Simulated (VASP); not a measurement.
# MnSb (P6_3/mmc) in VASP: single point with PBE+U

Aim: the single point of MnSb with PBE+U.

All numbers are computed with VASP 6.6.1; they aren't measurements. Logs are shortened: lines on timing, memory, paths and dates and some standing lists are left out, and cuts for length are marked.

### Step 1. The cell of the first run

The structure is hexagonal, space group P6_3/mmc (No. 194). The conventional cell has a = 4.150 Å, b = 4.150 Å, c = 5.780 Å, α = 90.00°, β = 90.00°, γ = 120.00°. Mn (site symmetry -3m) has 6 Sb at 2.80 Å and 2 Mn at 2.89 Å within 3.7 Å. Within 3.8 Å of Sb (site symmetry -6m2) lie 6 Mn at 2.80 Å and 6 Sb at 3.75 Å.

### Step 2. Single point, PBE+U

Input file INCAR:

```
SYSTEM = MnSb
PREC = Accurate ; ENCUT = 520
EDIFF = 1E-7 ; ISMEAR = 0
SIGMA = 0.05 ; LREAL = .False.
LASPH = .True. ; NELM = 150
ALGO = Normal ; ISIF = 2
LWAVE = .False. ; LCHARG = .False.
LMAXMIX = 4 ; LDAU = .True.
LDAUTYPE = 2 ; LDAUL = 2 -1
LDAUU = 1 0 ; LDAUJ = 0 0
LDAUPRINT = 1 ; GGA = PE
NBANDS = 26
```

Input file KPOINTS:

```
regular mesh
0
Gamma
  14 14 8
  0 0 0
```

Input file POSCAR:

```
MnSb
1.0
    4.1500000000      0.0000000000      0.0000000000
   -2.0750000000      3.5940054257      0.0000000000
    0.0000000000      0.0000000000      5.7800000000
Mn Sb
2 2
Direct
    0.0000000000      0.0000000000      0.0000000000
    0.0000000000      0.0000000000      0.5000000000
    0.3333333333      0.6666666667      0.2500000000
    0.6666666667      0.3333333333      0.7500000000
```

Potentials or basis: VASP PAW PBE potentials, release 64 (Mn_pv, Sb).

The run is started by

```sh
$ cat potpaw_PBE.64/Mn_pv/POTCAR potpaw_PBE.64/Sb/POTCAR > POTCAR
$ mpirun -np 1 vasp_std > vasp.out
```

OUTCAR:

```text
SYSTEM = MnSb
   PREC = Accurate
   ENCUT = 520
   EDIFF = 1E-7
   ISMEAR = 0
   LREAL = .False.
   LASPH = .True.
   NELM = 150
   ISIF = 2
   GGA = PE

 ion  position               nearest neighbor table
   1  0.000  0.000  0.000-   3 2.80   4 2.80   3 2.80   4 2.80   4 2.80   3 2.80   2 2.89   2 2.89

   2  0.000  0.000  0.500-   3 2.80   4 2.80   3 2.80   4 2.80   4 2.80   3 2.80   1 2.89   1 2.89

   3  0.333  0.667  0.250-   1 2.80   2 2.80   1 2.80   2 2.80   1 2.80   2 2.80   4 3.75   4 3.75
                             4 3.75   4 3.75   4 3.75   4 3.75
   4  0.667  0.333  0.750-   1 2.80   2 2.80   1 2.80   2 2.80   1 2.80   2 2.80   3 3.75   3 3.75
                             3 3.75   3 3.75   3 3.75   3 3.75

  LATTYP: Found a hexagonal cell.
 ALAT       =     4.1500000000
 C/A-ratio  =     1.3927710843

  Lattice vectors:

 A1 = (   4.1500000000,   0.0000000000,   0.0000000000)
 A2 = (  -2.0750000000,   3.5940054257,   0.0000000000)
 A3 = (   0.0000000000,   0.0000000000,   5.7800000000)

Analysis of symmetry for initial positions (statically):
=====================================================================
 Subroutine PRICEL returns:
 Original cell was already a primitive cell.

 Routine SETGRP: Setting up the symmetry group for a
 hexagonal supercell.

 Subroutine GETGRP returns: Found 24 space group operations
 (whereof 12 operations were pure point group operations)
 out of a pool of 24 trial point group operations.

The static configuration has the point symmetry D_3d.
 The point group associated with its full space group is D_6h.

Analysis of symmetry for dynamics (positions and initial velocities):
=====================================================================
 Subroutine PRICEL returns:
 Original cell was already a primitive cell.

 Routine SETGRP: Setting up the symmetry group for a
 hexagonal supercell.

 Subroutine GETGRP returns: Found 24 space group operations
 (whereof 12 operations were pure point group operations)
 out of a pool of 24 trial point group operations.

The dynamic configuration has the point symmetry D_3d.
 The point group associated with its full space group is D_6h.

 Subroutine INISYM returns: Found 24 space group operations
 (whereof 12 operations are pure point group operations),
 and found     1 'primitive' translations

----------------------------------------------------------------------------------------

                                     Primitive cell

  volume of cell :      86.2094

  direct lattice vectors                    reciprocal lattice vectors
     4.150000000  0.000000000  0.000000000     0.240963855  0.139120547  0.000000000
    -2.075000000  3.594005426  0.000000000     0.000000000  0.278241094  0.000000000
     0.000000000  0.000000000  5.780000000     0.000000000  0.000000000  0.173010381

  length of vectors
     4.150000000  4.150000000  5.780000000     0.278241094  0.278241094  0.173010381

  position of ions in fractional coordinates (direct lattice)
     0.000000000  0.000000000  0.000000000
     0.000000000  0.000000000  0.500000000
     0.333333333  0.666666667  0.250000000
     0.666666667  0.333333333  0.750000000

  ion indices of the primitive-cell ions
   primitive index   ion index
                 1           1
                 2           2
                 3           3
                 4           4

[... 106 lines left out ...]
 non-spin polarized calculation
 Gauss-broadening in eV      SIGMA  =   0.05
  energy-cutoff  :      520.00
  volume of cell :       86.21
 maximum number of plane-waves:      2350
 NGX is ok and might be reduce to    32
   NGX = 15   NGY = 15   NGZ = 21

atom =   1  type =  1  l = 2

 onsite density matrix

spin component  1

  0.5761 -0.0000  0.0000  0.0737 -0.0000
 -0.0000  0.4282 -0.0000 -0.0000  0.0737
  0.0000 -0.0000  0.5700 -0.0000 -0.0000
  0.0737 -0.0000 -0.0000  0.4282 -0.0000
 -0.0000  0.0737 -0.0000 -0.0000  0.5761

spin component  2

  0.5761 -0.0000  0.0000  0.0737 -0.0000
 -0.0000  0.4282 -0.0000 -0.0000  0.0737
  0.0000 -0.0000  0.5700 -0.0000 -0.0000
  0.0737 -0.0000 -0.0000  0.4282 -0.0000
 -0.0000  0.0737 -0.0000 -0.0000  0.5761

 occupancies and eigenvectors

  o =  0.3978  v = -0.0000 -0.9243  0.0000  0.0000  0.3818  0.0000  0.0000  0.0000  0.0000  0.0000      0.0000  0.0000  0.0000  0.0000  0.0000  0.0000  0.0000  0.0000  0.0000  0.0000
  o =  0.3978  v =  0.0000  0.0000  0.0000  0.0000  0.0000 -0.0000 -0.9243  0.0000  0.0000  0.3818      0.0000  0.0000  0.0000  0.0000  0.0000  0.0000  0.0000  0.0000  0.0000  0.0000
  o =  0.3978  v =  0.0000  0.0000  0.0000  0.0000  0.0000  0.3818 -0.0000  0.0000 -0.9243  0.0000      0.0000  0.0000  0.0000  0.0000  0.0000  0.0000  0.0000  0.0000  0.0000  0.0000
  o =  0.3978  v =  0.3818 -0.0000  0.0000 -0.9243  0.0000  0.0000  0.0000  0.0000  0.0000  0.0000      0.0000  0.0000  0.0000  0.0000  0.0000  0.0000  0.0000  0.0000  0.0000  0.0000
  o =  0.5700  v =  0.0000 -0.0000 -1.0000  0.0000 -0.0000  0.0000  0.0000  0.0000  0.0000  0.0000      0.0000  0.0000  0.0000  0.0000  0.0000  0.0000  0.0000  0.0000  0.0000  0.0000
  o =  0.5700  v =  0.0000  0.0000  0.0000  0.0000  0.0000  0.0000 -0.0000 -1.0000  0.0000 -0.0000      0.0000  0.0000  0.0000  0.0000  0.0000  0.0000  0.0000  0.0000  0.0000  0.0000
  o =  0.6066  v = -0.0000  0.3818 -0.0000 -0.0000  0.9243  0.0000  0.0000  0.0000  0.0000  0.0000      0.0000  0.0000  0.0000  0.0000  0.0000  0.0000  0.0000  0.0000  0.0000  0.0000
  o =  0.6066  v =  0.0000  0.0000  0.0000  0.0000  0.0000 -0.0000  0.3818 -0.0000 -0.0000  0.9243      0.0000  0.0000  0.0000  0.0000  0.0000  0.0000  0.0000  0.0000  0.0000  0.0000
  o =  0.6066  v = -0.9243 -0.0000  0.0000 -0.3818 -0.0000  0.0000  0.0000  0.0000  0.0000  0.0000      0.0000  0.0000  0.0000  0.0000  0.0000  0.0000  0.0000  0.0000  0.0000  0.0000
  o =  0.6066  v =  0.0000  0.0000  0.0000  0.0000  0.0000 -0.9243 -0.0000  0.0000 -0.3818 -0.0000      0.0000  0.0000  0.0000  0.0000  0.0000  0.0000  0.0000  0.0000  0.0000  0.0000

atom =   2  type =  1  l = 2

 onsite density matrix

spin component  1

  0.5761 -0.0000 -0.0000 -0.0737  0.0000
 -0.0000  0.4282  0.0000 -0.0000 -0.0737
 -0.0000  0.0000  0.5700 -0.0000 -0.0000
 -0.0737 -0.0000 -0.0000  0.4282  0.0000
  0.0000 -0.0737 -0.0000  0.0000  0.5761

spin component  2

  0.5761 -0.0000 -0.0000 -0.0737  0.0000
 -0.0000  0.4282  0.0000 -0.0000 -0.0737
 -0.0000  0.0000  0.5700 -0.0000 -0.0000
 -0.0737 -0.0000 -0.0000  0.4282  0.0000
  0.0000 -0.0737 -0.0000  0.0000  0.5761

 occupancies and eigenvectors

  o =  0.3978  v =  0.0000 -0.9243 -0.0000  0.0000 -0.3818  0.0000  0.0000  0.0000  0.0000  0.0000      0.0000  0.0000  0.0000  0.0000  0.0000  0.0000  0.0000  0.0000  0.0000  0.0000
  o =  0.3978  v =  0.0000  0.0000  0.0000  0.0000  0.0000  0.0000 -0.9243 -0.0000  0.0000 -0.3818      0.0000  0.0000  0.0000  0.0000  0.0000  0.0000  0.0000  0.0000  0.0000  0.0000
  o =  0.3978  v =  0.0000  0.0000  0.0000  0.0000  0.0000  0.3818  0.0000  0.0000  0.9243  0.0000      0.0000  0.0000  0.0000  0.0000  0.0000  0.0000  0.0000  0.0000  0.0000  0.0000
  o =  0.3978  v =  0.3818  0.0000  0.0000  0.9243  0.0000  0.0000  0.0000  0.0000  0.0000  0.0000      0.0000  0.0000  0.0000  0.0000  0.0000  0.0000  0.0000  0.0000  0.0000  0.0000
  o =  0.5700  v =  0.0000 -0.0000  1.0000 -0.0000  0.0000  0.0000  0.0000  0.0000  0.0000  0.0000      0.0000  0.0000  0.0000  0.0000  0.0000  0.0000  0.0000  0.0000  0.0000  0.0000
  o =  0.5700  v =  0.0000  0.0000  0.0000  0.0000  0.0000  0.0000 -0.0000  1.0000 -0.0000  0.0000      0.0000  0.0000  0.0000  0.0000  0.0000  0.0000  0.0000  0.0000  0.0000  0.0000
  o =  0.6066  v = -0.0000 -0.3818 -0.0000  0.0000  0.9243  0.0000  0.0000  0.0000  0.0000  0.0000      0.0000  0.0000  0.0000  0.0000  0.0000  0.0000  0.0000  0.0000  0.0000  0.0000
  o =  0.6066  v =  0.0000  0.0000  0.0000  0.0000  0.0000 -0.0000 -0.3818 -0.0000  0.0000  0.9243      0.0000  0.0000  0.0000  0.0000  0.0000  0.0000  0.0000  0.0000  0.0000  0.0000
  o =  0.6066  v = -0.9243  0.0000  0.0000  0.3818 -0.0000  0.0000  0.0000  0.0000  0.0000  0.0000      0.0000  0.0000  0.0000  0.0000  0.0000  0.0000  0.0000  0.0000  0.0000  0.0000
  o =  0.6066  v =  0.0000  0.0000  0.0000  0.0000  0.0000 -0.9243  0.0000  0.0000  0.3818 -0.0000      0.0000  0.0000  0.0000  0.0000  0.0000  0.0000  0.0000  0.0000  0.0000  0.0000

 number of electron      36.0000010 magnetization

 Free energy of the ion-electron system (eV)
  ---------------------------------------------------
  ext. energy  EPLUGINS =         0.00000000
  ---------------------------------------------------
  free energy    TOTEN  =       -21.85171891 eV

  energy without entropy =      -21.83917444  energy(sigma->0) =      -21.84544667

 E-fermi :   7.1017     XC(G=0): -10.6459

 val. band max:        7.0971702755   @ k =   0.2857   0.2143   0.1250
 cond. band min:       7.1039696291   @ k =   0.2857   0.2143   0.3750
 fundamental gap:      0.0067993536
 Fermi energy:         7.1017346378

 k-point     1 :       0.0000    0.0000    0.0000
  band No.  band energies     occupation
      1     -40.7358      2.00000
      2     -40.6515      2.00000
      3     -40.3478      2.00000
      4     -40.3478      2.00000
      5     -40.3395      2.00000
      6     -40.3395      2.00000
[... 685 lines left out ...]
     25      10.5756      0.00000
     26      14.1416      0.00000

 [... further k-points ...]

------------------------ aborting loop because EDIFF is reached ----------------------------------------

  FORCE on cell =-STRESS in cart. coord.  units (eV):
  Direction    XX          YY          ZZ          XY          YZ          ZX
  --------------------------------------------------------------------------------------
  -------------------------------------------------------------------------------------
  Total       -6.9079041     -6.9079041    -12.2709690      0.0000000     -0.0000000      0.0000000
  in kB     -128.3814331   -128.3814331   -228.0524681      0.0000000     -0.0000000      0.0000000
  external PRESSURE =    -161.6051114 kB  Pullay stress =       0.0000000 kB

 VOLUME and BASIS-vectors are now :
 -----------------------------------------------------------------------------
  energy-cutoff  :      520.00
  volume of cell :       86.21
      direct lattice vectors                 reciprocal lattice vectors
     4.150000000  0.000000000  0.000000000     0.240963855  0.139120547  0.000000000
    -2.075000000  3.594005426  0.000000000     0.000000000  0.278241094  0.000000000
     0.000000000  0.000000000  5.780000000     0.000000000  0.000000000  0.173010381

 POSITION                                       TOTAL-FORCE (eV/Angst)
 -----------------------------------------------------------------------------------
      0.00000      0.00000      0.00000         0.000000      0.000000     -0.000000
      0.00000      0.00000      2.89000         0.000000      0.000000     -0.000000
     -0.00000      2.39600      1.44500        -0.000000     -0.000000      0.000000
      2.07500      1.19800      4.33500        -0.000000      0.000000      0.000000
 -----------------------------------------------------------------------------------
    total drift:                                0.000000     -0.000000      0.000000

  FREE ENERGIE OF THE ION-ELECTRON SYSTEM (eV)
  ---------------------------------------------------
  free  energy   TOTEN  =       -21.8517189056 eV

  energy  without entropy=      -21.8391744415  energy(sigma->0) =      -21.84544667
```

Wall time 4.2 min (1 thread of AMD EPYC 7R13 (Zen 3), shared host); peak memory 0.35 GiB.

Results:

| Quantity | Value |
| --- | --- |
| Free energy | -21.8517 eV |
| Pressure | -16.2 GPa |
| Band gap on the k mesh | zero (bands 18 and 19 overlap by 0.40 eV) |

Levels at points of the mesh, in eV from the Fermi level:
| k point | band 15 | band 16 | band 17 | band 18 | band 19 | band 20 | band 21 | band 22 |
| --- | --- | --- | --- | --- | --- | --- | --- | --- |
| (0.00, 0.00, 0.00) | -0.43 | -0.43 | 0.25 | 0.25 | 0.97 | 0.97 | 1.23 | 2.91 |
| (0.50, 0.00, 0.00) | -1.65 | -0.46 | -0.30 | -0.05 | 0.00 | 0.11 | 0.24 | 1.00 |
| (0.00, 0.00, 0.50) | -0.49 | -0.49 | -0.49 | -0.49 | 0.35 | 0.35 | 2.75 | 2.75 |
| (0.50, 0.00, 0.50) | -0.53 | -0.53 | -0.21 | -0.21 | -0.15 | -0.15 | 1.36 | 1.36 |

Eigenvalues of the final occupation matrices:
| site | spin | trace | eigenvalues |
| --- | --- | --- | --- |
| site 1 d | 1 | 2.58 | 0.40 0.40 0.57 0.61 0.61 |
| site 1 d | 2 | 2.58 | 0.40 0.40 0.57 0.61 0.61 |
| site 2 d | 1 | 2.58 | 0.40 0.40 0.57 0.61 0.61 |
| site 2 d | 2 | 2.58 | 0.40 0.40 0.57 0.61 0.61 |

Caveat: the cell stands under tension; spin-orbit coupling is left out, which moves the levels of the heavy elements; the run has no spin polarisation, though such a crystal can be magnetic; U without spin polarisation on a metal has little footing; the U is typed as a test and isn't derived for this compound. Spin polarisation is off, so any magnetic state and its effect on volume and gap are missing.
